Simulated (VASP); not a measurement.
# Si (Pm-3n) in VASP: relaxation of cell and atoms with r2SCAN

Aim: the relaxation of cell and atoms of Si with r2SCAN.

All numbers are computed with VASP 6.6.1; they aren't measurements. Logs are shortened: lines on timing, memory, paths and dates and some standing lists are left out, and cuts for length are marked.

### Step 1. The cell of the first run

The structure is cubic, space group Pm-3n (No. 223). The conventional cell has a = 4.846 Å, b = 4.846 Å, c = 4.846 Å, α = 90.00°, β = 90.00°, γ = 90.00°. Within 3.6 Å of Si (site symmetry m-3) lie 12 Si at 2.71 Å. Within 3.2 Å of Si (site symmetry -4m2) lie 14 Si at 2.42 to 2.97 Å.

### Step 2. Relaxation of cell and atoms, r2SCAN

Contents of POSCAR:

```
Si
1.0
    4.8456591481      0.0000000000      0.0000000000
    0.0000000000      4.8456591481      0.0000000000
    0.0000000000      0.0000000000      4.8456591481
Si
8
Direct
    0.5000000000      0.5000000000      0.5000000000
    0.0000000000      0.0000000000      0.0000000000
    0.2500000000      0.0000000000      0.5000000000
    0.5000000000      0.2500000000      0.0000000000
    0.5000000000      0.7500000000      0.0000000000
    0.7500000000      0.0000000000      0.5000000000
    0.0000000000      0.5000000000      0.7500000000
    0.0000000000      0.5000000000      0.2500000000
```

Contents of INCAR.step1:

```
PREC = Accurate ; ENCUT = 600
ISMEAR = 0 ; SIGMA = 0.1
LREAL = False ; LASPH = True
NELM = 100 ; GGA = PE
ALGO = Normal ; EDIFF = 1E-4
LWAVE = True ; LCHARG = False
```

Contents of INCAR.step2:

```
PREC = Accurate ; ENCUT = 600
EDIFF = 1E-6 ; ISMEAR = 0
SIGMA = 0.1 ; LREAL = False
LASPH = True ; NELM = 100
ALGO = Normal ; ISIF = 3
LWAVE = False ; LCHARG = False
METAGGA = R2SCAN ; LMIXTAU = True
IBRION = 2 ; NSW = 100
EDIFFG = -0.01 ; ISTART = 1
```

Contents of KPOINTS:

```
Automatic mesh
0
Gamma
  8 8 8
```

Potentials or basis: VASP PAW PBE potentials, release 64 (Si).

The run is started by

```console
cat potpaw_PBE.64/Si/POTCAR > POTCAR
cp INCAR.step1 INCAR
mpirun -np 1 vasp_std > vasp.out
cp INCAR.step2 INCAR
mpirun -np 1 vasp_std > vasp.out
```

OUTCAR:

```text
PREC = Accurate
   ENCUT = 600
   EDIFF = 1E-6
   ISMEAR = 0
   LREAL = False
   LASPH = True
   NELM = 100
   ISIF = 3
   METAGGA = R2SCAN
   IBRION = 2
   NSW = 100
   EDIFFG = -0.01
   ISTART = 1

 ion  position               nearest neighbor table
   1  0.500  0.500  0.500-   3 2.71   4 2.71   5 2.71   6 2.71   7 2.71   8 2.71   4 2.71   5 2.71
                             3 2.71   6 2.71   7 2.71   8 2.71
   2  0.000  0.000  0.000-   3 2.71   4 2.71   5 2.71   6 2.71   7 2.71   8 2.71   3 2.71   6 2.71
                             7 2.71   8 2.71   4 2.71   5 2.71
   3  0.250  0.000  0.500-   6 2.42   6 2.42   1 2.71   2 2.71   1 2.71   2 2.71   8 2.97   5 2.97
                             4 2.97   5 2.97   4 2.97   7 2.97   8 2.97   7 2.97
   4  0.500  0.250  0.000-   5 2.42   5 2.42   1 2.71   1 2.71   2 2.71   2 2.71   8 2.97   3 2.97
                             3 2.97   6 2.97   6 2.97   7 2.97   7 2.97   8 2.97
   5  0.500  0.750  0.000-   4 2.42   4 2.42   1 2.71   1 2.71   2 2.71   2 2.71   8 2.97   3 2.97
                             3 2.97   6 2.97   6 2.97   7 2.97   7 2.97   8 2.97
   6  0.750  0.000  0.500-   3 2.42   3 2.42   1 2.71   2 2.71   1 2.71   2 2.71   8 2.97   4 2.97
                             4 2.97   5 2.97   5 2.97   7 2.97   8 2.97   7 2.97
   7  0.000  0.500  0.750-   8 2.42   8 2.42   1 2.71   2 2.71   2 2.71   1 2.71   3 2.97   4 2.97
                             5 2.97   3 2.97   6 2.97   6 2.97   4 2.97   5 2.97
   8  0.000  0.500  0.250-   7 2.42   7 2.42   1 2.71   2 2.71   2 2.71   1 2.71   3 2.97   4 2.97
                             5 2.97   3 2.97   6 2.97   6 2.97   4 2.97   5 2.97

  LATTYP: Found a simple cubic cell.
 ALAT       =     4.8456591481

  Lattice vectors:

 A1 = (   4.8456591481,   0.0000000000,   0.0000000000)
 A2 = (   0.0000000000,   4.8456591481,   0.0000000000)
 A3 = (   0.0000000000,   0.0000000000,   4.8456591481)

Analysis of symmetry for initial positions (statically):
=====================================================================
 Subroutine PRICEL returns:
 Original cell was already a primitive cell.

 Routine SETGRP: Setting up the symmetry group for a
 simple cubic supercell.

 Subroutine GETGRP returns: Found 48 space group operations
 (whereof 24 operations were pure point group operations)
 out of a pool of 48 trial point group operations.

The static configuration has the point symmetry T_h .
 The point group associated with its full space group is O_h .

Analysis of symmetry for dynamics (positions and initial velocities):
=====================================================================
 Subroutine PRICEL returns:
 Original cell was already a primitive cell.

 Routine SETGRP: Setting up the symmetry group for a
 simple cubic supercell.

 Subroutine GETGRP returns: Found 48 space group operations
 (whereof 24 operations were pure point group operations)
 out of a pool of 48 trial point group operations.

The dynamic configuration has the point symmetry T_h .
 The point group associated with its full space group is O_h .

 Subroutine INISYM returns: Found 48 space group operations
 (whereof 24 operations are pure point group operations),
 and found     1 'primitive' translations

----------------------------------------------------------------------------------------

                                     Primitive cell

  volume of cell :     113.7781

  direct lattice vectors                    reciprocal lattice vectors
     4.845659148  0.000000000  0.000000000     0.206370273  0.000000000  0.000000000
     0.000000000  4.845659148  0.000000000     0.000000000  0.206370273  0.000000000
     0.000000000  0.000000000  4.845659148     0.000000000  0.000000000  0.206370273

  length of vectors
     4.845659148  4.845659148  4.845659148     0.206370273  0.206370273  0.206370273

  position of ions in fractional coordinates (direct lattice)
     0.500000000  0.500000000  0.500000000
     0.000000000  0.000000000  0.000000000
     0.250000000  0.000000000  0.500000000
     0.500000000  0.250000000  0.000000000
     0.500000000  0.750000000  0.000000000
     0.750000000  0.000000000  0.500000000
     0.000000000  0.500000000  0.750000000
     0.000000000  0.500000000  0.250000000

  ion indices of the primitive-cell ions
   primitive index   ion index
                 1           1
                 2           2
                 3           3
                 4           4
                 5           5
                 6           6
                 7           7
                 8           8

----------------------------------------------------------------------------------------

 KPOINTS: Automatic mesh

Automatic generation of k-mesh.
 Grid dimensions read from file:
[... 61 lines left out ...]
   LSORBIT =      F    spin-orbit coupling
   LASPH  =      T    aspherical Exc in radial PAW
   ENCUT  =  600.0 eV  44.10 Ry    6.64 a.u.   9.68  9.68  9.68*2*pi/ulx,y,z
   NELM   =    100;   NELMIN=  2; NELMDL=  0     # of ELM steps
   EDIFF  = 0.1E-05   stopping-criterion for ELM
   LREAL  =      F    real-space projection
   EDIFFG = -.1E-01   stopping-criterion for IOM
   NSW    =    100    number of steps for IOM
   IBRION =      2    ionic relax: 0-MD 1-quasi-New 2-CG
   NFREE  =      1    steps in history (QN), initial steepest desc. (CG)
   ISIF   =      3    stress and relaxation
   ISYM   =      2    0-nonsym 1-usesym 2-fastsym
   POTIM  = 0.5000    time-step for ionic-motion
   TEBEG  =    0.0;   TEEND  =   0.0 temperature during run
   PSTRESS=    0.0 pullay stress
   NELECT =      32.0000    total number of electrons
   NUPDOWN=      -1.0000    fix difference up-down
   EMIN   =  10.00;   EMAX   =-10.00  energy-range for DOS
   EFERMI =   0.00;   METHOD = LEGACY
   ISMEAR =     0;   SIGMA  =   0.10  broadening in eV -4-tet -1-fermi 0-gaus
   EFERMI_NEDOS =   21; number of points for ismear=-14 and -15
   IALGO  =     38    algorithm
   IMIX   =      4    mixing-type and parameters
     AMIX     =   0.40;   BMIX     =  1.00
     AMIX_MAG =   1.60;   BMIX_MAG =  1.00
  volume/ion in A,a.u.               =      14.22        95.98
  Fermi-wavevector in a.u.,A,eV,Ry     =   1.072602  2.026924 15.653165  1.150475
  Thomas-Fermi vector in A             =   2.208377
   LORBIT       =      0    0 simple, 1 ext, 2 COOP (PROOUT), +10 PAW based schemes
   METAGGA = R2SCAN    functional components
   LHFCALC =     F    Hartree Fock is set to
   AEXX    =    0.0000 exact exchange contribution
   IVDW    =     0    specifies the selected vdW correction
   LEPSILON=     F    determine dielectric tensor
   LRPA    =     F    only Hartree local field effects (RPA)
 conjugate gradient relaxation of ions
 non-spin polarized calculation
 Gauss-broadening in eV      SIGMA  =   0.10
  energy-cutoff  :      600.00
  volume of cell :      113.78
 maximum number of plane-waves:      3840
 NGX is ok and might be reduce to    40
   NGX = 19   NGY = 19   NGZ = 19

--------------------------------------- Ionic step        1  -------------------------------------------

 number of electron      31.9999996 magnetization

 Free energy of the ion-electron system (eV)
  ---------------------------------------------------
  ext. energy  EPLUGINS =         0.00000000
  ---------------------------------------------------
  free energy    TOTEN  =       -63.65115146 eV

  energy without entropy =      -63.63397498  energy(sigma->0) =      -63.64256322

------------------------ aborting loop because EDIFF is reached ----------------------------------------

  FORCE on cell =-STRESS in cart. coord.  units (eV):
  Direction    XX          YY          ZZ          XY          YZ          ZX
  --------------------------------------------------------------------------------------
  -------------------------------------------------------------------------------------
  Total       -0.2682847     -0.2682847     -0.2682847     -0.0000000     -0.0000000      0.0000000
  in kB       -3.7778773     -3.7778773     -3.7778773     -0.0000000     -0.0000000      0.0000000
  external PRESSURE =      -3.7778773 kB  Pullay stress =       0.0000000 kB

 VOLUME and BASIS-vectors are now :
 -----------------------------------------------------------------------------
  energy-cutoff  :      600.00
  volume of cell :      113.78
      direct lattice vectors                 reciprocal lattice vectors
     4.845659148  0.000000000  0.000000000     0.206370273  0.000000000  0.000000000
     0.000000000  4.845659148  0.000000000     0.000000000  0.206370273  0.000000000
     0.000000000  0.000000000  4.845659148     0.000000000  0.000000000  0.206370273

 POSITION                                       TOTAL-FORCE (eV/Angst)
 -----------------------------------------------------------------------------------
      2.42283      2.42283      2.42283        -0.000000     -0.000000      0.000000
      0.00000      0.00000      0.00000        -0.000000     -0.000000      0.000000
      1.21141      0.00000      2.42283        -0.000000      0.000000     -0.000000
      2.42283      1.21141      0.00000         0.000000     -0.000000      0.000000
      2.42283      3.63424      0.00000        -0.000000      0.000000      0.000000
      3.63424      0.00000      2.42283         0.000000     -0.000000     -0.000000
      0.00000      2.42283      3.63424         0.000000      0.000000      0.000000
      0.00000      2.42283      1.21141         0.000000      0.000000     -0.000000
 -----------------------------------------------------------------------------------
    total drift:                                0.000000      0.000000     -0.000000

  FREE ENERGIE OF THE ION-ELECTRON SYSTEM (eV)
  ---------------------------------------------------
  free  energy   TOTEN  =       -63.6511514604 eV

  energy  without entropy=      -63.6339749795  energy(sigma->0) =      -63.64256322

--------------------------------------- Ionic step        2  -------------------------------------------

 number of electron      31.9999996 magnetization

 Free energy of the ion-electron system (eV)
  ---------------------------------------------------
  ext. energy  EPLUGINS =         0.00000000
  ---------------------------------------------------
  free energy    TOTEN  =       -63.65176633 eV

  energy without entropy =      -63.63493415  energy(sigma->0) =      -63.64335024

 E-fermi :  10.4172     XC(G=0): -12.0979

 val. band max:       10.3735634639   @ k =   0.1250   0.1250   0.0000
 cond. band min:      10.4289533108   @ k =   0.5000   0.2500   0.2500
 fundamental gap:      0.0553898470
 Fermi energy:        10.4171902118

 k-point     1 :       0.0000    0.0000    0.0000
  band No.  band energies     occupation
      1      -5.1290      2.00000
      2       0.9135      2.00000
      3       0.9135      2.00000
      4       0.9456      2.00000
      5       1.8775      2.00000
      6       1.8775      2.00000
[... 565 lines left out ...]
     20      13.2296      0.00000
     21      13.3117      0.00000

 [... further k-points ...]
[... 5 lines left out ...]
  --------------------------------------------------------------------------------------
  -------------------------------------------------------------------------------------
  Total        0.0152533      0.0152533      0.0152533      0.0000000     -0.0000000      0.0000000
  in kB        0.2158365      0.2158365      0.2158365      0.0000000     -0.0000000      0.0000000
  external PRESSURE =       0.2158365 kB  Pullay stress =       0.0000000 kB

 VOLUME and BASIS-vectors are now :
 -----------------------------------------------------------------------------
  energy-cutoff  :      600.00
  volume of cell :      113.23
      direct lattice vectors                 reciprocal lattice vectors
     4.837819620  0.000000000  0.000000000     0.206704689  0.000000000  0.000000000
    -0.000000000  4.837819620 -0.000000000    -0.000000000  0.206704689  0.000000000
    -0.000000000 -0.000000000  4.837819620    -0.000000000  0.000000000  0.206704689

 POSITION                                       TOTAL-FORCE (eV/Angst)
 -----------------------------------------------------------------------------------
      2.41891      2.41891      2.41891         0.000000     -0.000000     -0.000000
      4.83782      4.83782      0.00000         0.000000     -0.000000     -0.000000
      1.20945      0.00000      2.41891        -0.000000     -0.000000      0.000000
      2.41891      1.20945      0.00000        -0.000000      0.000000      0.000000
      2.41891      3.62836     -0.00000         0.000000     -0.000000     -0.000000
      3.62836      4.83782      2.41891         0.000000      0.000000     -0.000000
     -0.00000      2.41891      3.62836        -0.000000      0.000000     -0.000000
     -0.00000      2.41891      1.20945         0.000000     -0.000000     -0.000000
 -----------------------------------------------------------------------------------
    total drift:                                0.000000      0.000000     -0.000000

  FREE ENERGIE OF THE ION-ELECTRON SYSTEM (eV)
  ---------------------------------------------------
  free  energy   TOTEN  =       -63.6517663336 eV

  energy  without entropy=      -63.6349341508  energy(sigma->0) =      -63.64335024

 reached required accuracy - stopping structural energy minimisation
```

It took 5.9 min on 1 thread of Intel Xeon Platinum 8259CL at 2.50GHz (Skylake/Cascade Lake), shared host; peak memory 0.29 GiB.

Results:

```yaml
Free_energy: -63.6518 eV
Relaxed_volume: 14.15 Å³/atom
Relaxed_cell: a = 4.838 Å, b = 4.838 Å, c = 4.838 Å, α = 90.00°, β = 90.00°, γ = 90.00°
Space_group_after_relaxing_to_0.05_Å: Pm-3n (No. 223)
Energy_gained_by_relaxing: 0.1 meV/atom
Ionic_steps: 2
Pressure_after_relaxing: 0.0 GPa
Band_gap_on_the_k_mesh: zero (band 16 reaches 11.94 eV, above the bottom of band 17 at 8.69 eV)
```

Step by step:
```csv
step,energy change (eV),largest force (eV/Å),pressure (GPa),volume (Å³)
1,0.0000,0.0000,-0.38,113.78
2,-0.0006,0.0000,0.02,113.23
```

Final structure:
```yaml
crystal:
  lattice:
    - [4.83782, 0.00000, 0.00000]
    - [0.00000, 4.83782, 0.00000]
    - [0.00000, 0.00000, 4.83782]
  atoms:
    - { symbol: Si, position: [0.50000, 0.50000, 0.50000] }
    - { symbol: Si, position: [0.00000, 0.00000, 0.00000] }
    - { symbol: Si, position: [0.25000, 0.00000, 0.50000] }
    - { symbol: Si, position: [0.50000, 0.25000, 0.00000] }
    - { symbol: Si, position: [0.50000, 0.75000, 0.00000] }
    - { symbol: Si, position: [0.75000, 0.00000, 0.50000] }
    - { symbol: Si, position: [0.00000, 0.50000, 0.75000] }
    - { symbol: Si, position: [0.00000, 0.50000, 0.25000] }
```

Caveat: the PAW data sets were made with another functional, which shifts forces and pressure a little.
